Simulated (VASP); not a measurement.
# CuI (F-43m) in VASP: further runs

The runs below take CuI through single point, with PBE.

Program: VASP 6.6.1. These are calculated values, not measurements. Logs are shortened: lines on timing, memory, paths and dates and some standing lists are left out, and cuts for length are marked.

### 1 The cell of the first run

It takes space group F-43m (No. 216, cubic). The conventional cell has a = 6.078 Å, b = 6.078 Å, c = 6.078 Å, α = 90.00°, β = 90.00°, γ = 90.00°. Cu (site symmetry -43m) has 4 I at 2.63 Å within 3.5 Å. Within 3.5 Å of I (site symmetry -43m) lie 4 Cu at 2.63 Å.

### 2 Single point, PBE

File INCAR:

```
PREC     = Accurate       # precision mode
ENCUT    = 600            # plane-wave cutoff, eV
EDIFF    = 1E-6           # SCF threshold, eV
ISMEAR   = 0              # smearing method
SIGMA    = 0.02           # smearing width, eV
LREAL    = False          # projectors in reciprocal space
LASPH    = True           # aspherical terms in the spheres
NELM     = 120            # most SCF steps
ALGO     = Normal         # electronic algorithm
ISIF     = 2              # what is computed and relaxed
LWAVE    = False          # write WAVECAR
LCHARG   = False          # write CHGCAR
GGA      = PE             # functional
NBANDS   = 16             # bands
GGA_COMPAT= False
```

File KPOINTS:

```
Automatic mesh
0
Gamma
  8 8 8
```

File POSCAR:

```
CuI
1.0
    0.0000000000      3.0387598579      3.0387598579
    3.0387598579      0.0000000000      3.0387598579
    3.0387598579      3.0387598579      0.0000000000
Cu I
1 1
Direct
    0.0000000000      0.0000000000      0.0000000000
    0.2500000000      0.2500000000      0.2500000000
```

Potentials or basis: VASP PAW PBE potentials, release 64 (Cu, I).

Launch:

```
$ cat potpaw_PBE.64/Cu/POTCAR potpaw_PBE.64/I/POTCAR > POTCAR
$ mpirun -np 1 vasp_std > vasp.out
```

OUTCAR:

```text
PREC = Accurate
   ENCUT = 600
   EDIFF = 1E-6
   ISMEAR = 0
   LREAL = False
   LASPH = True
   NELM = 120
   ISIF = 2
   GGA = PE

 ion  position               nearest neighbor table
   1  0.000  0.000  0.000-   2 2.63   2 2.63   2 2.63   2 2.63
   2  0.250  0.250  0.250-   1 2.63   1 2.63   1 2.63   1 2.63

  LATTYP: Found a face centered cubic cell.
 ALAT       =     6.0775197158

  Lattice vectors:

 A1 = (   0.0000000000,   3.0387598579,   3.0387598579)
 A2 = (   3.0387598579,   0.0000000000,   3.0387598579)
 A3 = (   3.0387598579,   3.0387598579,   0.0000000000)

Analysis of symmetry for initial positions (statically):
=====================================================================
 Subroutine PRICEL returns:
 Original cell was already a primitive cell.

 Routine SETGRP: Setting up the symmetry group for a
 face centered cubic supercell.

 Subroutine GETGRP returns: Found 24 space group operations
 (whereof 24 operations were pure point group operations)
 out of a pool of 48 trial point group operations.

The static configuration has the point symmetry T_d .

Analysis of symmetry for dynamics (positions and initial velocities):
=====================================================================
 Subroutine PRICEL returns:
 Original cell was already a primitive cell.

 Routine SETGRP: Setting up the symmetry group for a
 face centered cubic supercell.

 Subroutine GETGRP returns: Found 24 space group operations
 (whereof 24 operations were pure point group operations)
 out of a pool of 48 trial point group operations.

The dynamic configuration has the point symmetry T_d .

 Subroutine INISYM returns: Found 24 space group operations
 (whereof 24 operations are pure point group operations),
 and found     1 'primitive' translations

----------------------------------------------------------------------------------------

                                     Primitive cell

  volume of cell :      56.1202

  direct lattice vectors                    reciprocal lattice vectors
     0.000000000  3.038759858  3.038759858    -0.164540807  0.164540807  0.164540807
     3.038759858  0.000000000  3.038759858     0.164540807 -0.164540807  0.164540807
     3.038759858  3.038759858  0.000000000     0.164540807  0.164540807 -0.164540807

  length of vectors
     4.297455404  4.297455404  4.297455404     0.284993038  0.284993038  0.284993038

  position of ions in fractional coordinates (direct lattice)
     0.000000000  0.000000000  0.000000000
     0.250000000  0.250000000  0.250000000

  ion indices of the primitive-cell ions
   primitive index   ion index
                 1           1
                 2           2

----------------------------------------------------------------------------------------

 KPOINTS: Automatic mesh

Automatic generation of k-mesh.
 Grid dimensions read from file:
 generate k-points for:    8    8    8

 Generating k-lattice:

  Cartesian coordinates                     Fractional coordinates (reciprocal lattice)
    -0.020567601  0.020567601  0.020567601     0.125000000  0.000000000  0.000000000
     0.020567601 -0.020567601  0.020567601     0.000000000  0.125000000  0.000000000
     0.020567601  0.020567601 -0.020567601     0.000000000  0.000000000  0.125000000

  Length of vectors
     0.035624130  0.035624130  0.035624130

  Shift w.r.t. Gamma in fractional coordinates (k-lattice)
     0.000000000  0.000000000  0.000000000

 Subroutine IBZKPT returns following result:
 ===========================================

 Found     29 irreducible k-points:

 Following reciprocal coordinates:
            Coordinates               Weight
  0.000000  0.000000  0.000000      1.000000
  0.125000  0.000000  0.000000      8.000000
  0.250000  0.000000  0.000000      8.000000
  0.375000  0.000000  0.000000      8.000000
  0.500000  0.000000  0.000000      4.000000
  0.125000  0.125000  0.000000      6.000000
[... 16 lines left out ...]
  0.500000  0.250000  0.125000     48.000000
 -0.375000  0.250000  0.125000     24.000000
 [... further k-points ...]
   k-points           NKPTS =     29   k-points in BZ     NKDIM =     29   number of bands    NBANDS=     16
   number of dos      NEDOS =    301   number of ions     NIONS =      2
   total plane-waves  NPLWV =  46656
   dimension x,y,z NGX =    36 NGY =   36 NGZ =   36
   dimension x,y,z NGXF=    72 NGYF=   72 NGZF=   72
   ions per type =               1   1
   NGX,Y,Z   is equivalent  to a cutoff of  13.93, 13.93, 13.93 a.u.
   NGXF,Y,Z  is equivalent  to a cutoff of  27.85, 27.85, 27.85 a.u.
 SYSTEM =  unknown system
   PREC   = accura    normal or accurate (medium, high low for compatibility)
   ISTART =      0    job   : 0-new  1-cont  2-samecut
   ICHARG =      2    charge: 1-file 2-atom 10-const
   ISPIN  =      1    spin polarized calculation?
   LNONCOLLINEAR =      F non collinear calculations
   LSORBIT =      F    spin-orbit coupling
   LASPH  =      T    aspherical Exc in radial PAW
   ENCUT  =  600.0 eV  44.10 Ry    6.64 a.u.   8.58  8.58  8.58*2*pi/ulx,y,z
   NELM   =    120;   NELMIN=  2; NELMDL= -5     # of ELM steps
   EDIFF  = 0.1E-05   stopping-criterion for ELM
   LREAL  =      F    real-space projection
   EDIFFG = 0.1E-04   stopping-criterion for IOM
   NSW    =      0    number of steps for IOM
   IBRION =     -1    ionic relax: 0-MD 1-quasi-New 2-CG
   NFREE  =      0    steps in history (QN), initial steepest desc. (CG)
   ISIF   =      2    stress and relaxation
   ISYM   =      2    0-nonsym 1-usesym 2-fastsym
   POTIM  = 0.5000    time-step for ionic-motion
   TEBEG  =    0.0;   TEEND  =   0.0 temperature during run
   PSTRESS=    0.0 pullay stress
   NELECT =      18.0000    total number of electrons
   NUPDOWN=      -1.0000    fix difference up-down
   EMIN   =  10.00;   EMAX   =-10.00  energy-range for DOS
   EFERMI =   0.00;   METHOD = LEGACY
   ISMEAR =     0;   SIGMA  =   0.02  broadening in eV -4-tet -1-fermi 0-gaus
   EFERMI_NEDOS =   21; number of points for ismear=-14 and -15
   IALGO  =     38    algorithm
   IMIX   =      4    mixing-type and parameters
     AMIX     =   0.40;   BMIX     =  1.00
     AMIX_MAG =   1.60;   BMIX_MAG =  1.00
  volume/ion in A,a.u.               =      28.06       189.36
  Fermi-wavevector in a.u.,A,eV,Ry     =   1.120622  2.117669 17.086121  1.255794
  Thomas-Fermi vector in A             =   2.257270
   LORBIT       =      0    0 simple, 1 ext, 2 COOP (PROOUT), +10 PAW based schemes
   GGA     = PE    functional components
   LHFCALC =     F    Hartree Fock is set to
   AEXX    =    0.0000 exact exchange contribution
   IVDW    =     0    specifies the selected vdW correction
   LEPSILON=     F    determine dielectric tensor
   LRPA    =     F    only Hartree local field effects (RPA)
 non-spin polarized calculation
 Gauss-broadening in eV      SIGMA  =   0.02
  energy-cutoff  :      600.00
  volume of cell :       56.12
 maximum number of plane-waves:      1895
 NGX is ok and might be reduce to    36
   NGX = 17   NGY = 17   NGZ = 17

 number of electron      18.0000008 magnetization

 Free energy of the ion-electron system (eV)
  ---------------------------------------------------
  ext. energy  EPLUGINS =         0.00000000
  ---------------------------------------------------
  free energy    TOTEN  =        -5.56255123 eV

  energy without entropy =       -5.56255123  energy(sigma->0) =       -5.56255123

 E-fermi :   4.4663     XC(G=0):  -8.9038

 val. band max:        4.3532937227   @ k =   0.0000   0.0000   0.0000
 cond. band min:       5.4777433833   @ k =   0.0000   0.0000   0.0000
 fundamental gap:      1.1244496606
 Fermi energy:         4.4662808522

 k-point     1 :       0.0000    0.0000    0.0000
  band No.  band energies     occupation
      1      -9.6199      2.00000
      2       0.7467      2.00000
      3       0.7467      2.00000
      4       0.7467      2.00000
      5       2.5320      2.00000
      6       2.5320      2.00000
[... 8 lines left out ...]
     15      13.9174      0.00000
     16      13.9174      0.00000

 k-point     2 :       0.1250    0.0000    0.0000
  band No.  band energies     occupation
      1      -9.5488      2.00000
      2       0.4513      2.00000
      3       0.7520      2.00000
      4       0.7520      2.00000
      5       2.5261      2.00000
      6       2.5261      2.00000
[... 8 lines left out ...]
     15      13.2687      0.00000
     16      13.2765      0.00000

 k-point     3 :       0.2500    0.0000    0.0000
  band No.  band energies     occupation
      1      -9.3667      2.00000
      2      -0.2458      2.00000
      3       0.7620      2.00000
      4       0.7620      2.00000
      5       2.5232      2.00000
      6       2.5232      2.00000
[... 8 lines left out ...]
     15      13.0683      0.00000
     16      13.2743      0.00000

 k-point     4 :       0.3750    0.0000    0.0000
  band No.  band energies     occupation
      1      -9.1674      2.00000
      2      -0.9144      2.00000
      3       0.7671      2.00000
      4       0.7671      2.00000
      5       2.5425      2.00000
      6       2.5425      2.00000
[... 8 lines left out ...]
     15      13.9756      0.00000
     16      13.9756      0.00000
[... 324 lines left out ...]
 k-point    22 :       0.3750    0.2500    0.1250
  band No.  band energies     occupation
      1      -9.2256      2.00000
      2      -0.4461      2.00000
      3       0.5296      2.00000
      4       0.7458      2.00000
      5       2.4641      2.00000
      6       2.5687      2.00000
[... 8 lines left out ...]
     15      14.6058      0.00000
     16      15.6520      0.00000

 k-point    23 :       0.5000    0.2500    0.1250
  band No.  band energies     occupation
      1      -9.0603      2.00000
      2      -0.7839      2.00000
      3       0.3068      2.00000
      4       0.7309      2.00000
      5       2.4866      2.00000
      6       2.5472      2.00000
[... 8 lines left out ...]
     15      14.9764      0.00000
     16      15.8104      0.00000

 k-point    24 :      -0.3750    0.2500    0.1250
  band No.  band energies     occupation
      1      -8.9878      2.00000
      2      -0.9273      2.00000
      3       0.2101      2.00000
      4       0.7176      2.00000
      5       2.4693      2.00000
      6       2.5433      2.00000
[... 8 lines left out ...]
     15      15.0850      0.00000
     16      15.6341      0.00000

 [... further k-points ...]

------------------------ aborting loop because EDIFF is reached ----------------------------------------

  FORCE on cell =-STRESS in cart. coord.  units (eV):
  Direction    XX          YY          ZZ          XY          YZ          ZX
  --------------------------------------------------------------------------------------
  -------------------------------------------------------------------------------------
  Total        0.0046493      0.0046493      0.0046493      0.0000000      0.0000000      0.0000000
  in kB        0.1327335      0.1327335      0.1327335      0.0000000      0.0000000      0.0000000
  external PRESSURE =       0.1327335 kB  Pullay stress =       0.0000000 kB

 VOLUME and BASIS-vectors are now :
 -----------------------------------------------------------------------------
  energy-cutoff  :      600.00
  volume of cell :       56.12
      direct lattice vectors                 reciprocal lattice vectors
     0.000000000  3.038759858  3.038759858    -0.164540807  0.164540807  0.164540807
     3.038759858  0.000000000  3.038759858     0.164540807 -0.164540807  0.164540807
     3.038759858  3.038759858  0.000000000     0.164540807  0.164540807 -0.164540807

 POSITION                                       TOTAL-FORCE (eV/Angst)
 -----------------------------------------------------------------------------------
      0.00000      0.00000      0.00000        -0.000000      0.000000      0.000000
      1.51938      1.51938      1.51938         0.000000     -0.000000     -0.000000
 -----------------------------------------------------------------------------------
    total drift:                               -0.000000     -0.000000     -0.000000

  FREE ENERGIE OF THE ION-ELECTRON SYSTEM (eV)
  ---------------------------------------------------
  free  energy   TOTEN  =        -5.5625512297 eV

  energy  without entropy=       -5.5625512297  energy(sigma->0) =       -5.56255123
```

Run time: 59 s. Hardware: 1 thread of AMD EPYC 7R43 (Zen 3), shared host; peak memory 0.17 GiB.

What came out:

```yaml
Free_energy: -5.5626 eV
Pressure: 0.0 GPa
Band_gap_on_the_k_mesh: 1.12 eV
```

Caveat: spin-orbit coupling is left out, which moves the levels of the heavy elements.

### 3 Single point, PBE

File INCAR:

```
SYSTEM = CuI
PREC = Accurate
ENCUT = 600
EDIFF = 1E-6
ISMEAR = 0
SIGMA = 0.02
LREAL = .False.
LASPH = .True.
NELM = 120
ALGO = Normal
ISIF = 2
LWAVE = .False.
LCHARG = .False.
GGA = PE
NBANDS = 16
GGA_COMPAT = .False.
```

File KPOINTS:

```
regular mesh
0
Gamma
  8 8 8
  0 0 0
```

POSCAR is that of step 2.

Potentials or basis: VASP PAW PBE potentials, release 64 (Cu, I).

Launch:

```
$ cat potpaw_PBE.64/Cu/POTCAR potpaw_PBE.64/I/POTCAR > POTCAR
$ mpirun -np 1 vasp_std > vasp.out
```

Wall time 71 s (1 thread of AMD EPYC 7R43 (Zen 3), shared host); peak memory 0.18 GiB.

It converged, with:

```
Free energy            : -5.5626 eV
Pressure               : 0.0 GPa
Band gap on the k mesh : 1.12 eV
```

Levels at points of the mesh, in eV from the valence-band top:
```
           k point  band 6  band 7  band 8  band 9  band 10  band 11  band 12  band 13
(0.00, 0.00, 0.00)   -1.82    0.00    0.00    0.00     1.12     4.88     4.88     4.88
(0.50, 0.00, 0.00)   -1.79   -1.75   -0.70   -0.70     2.15     5.41     5.41     7.39
(0.50, 0.50, 0.00)   -1.77   -1.74   -1.47   -1.47     2.73     2.91     9.14     9.72
```

Caveat: spin-orbit coupling is left out, which moves the levels of the heavy elements.
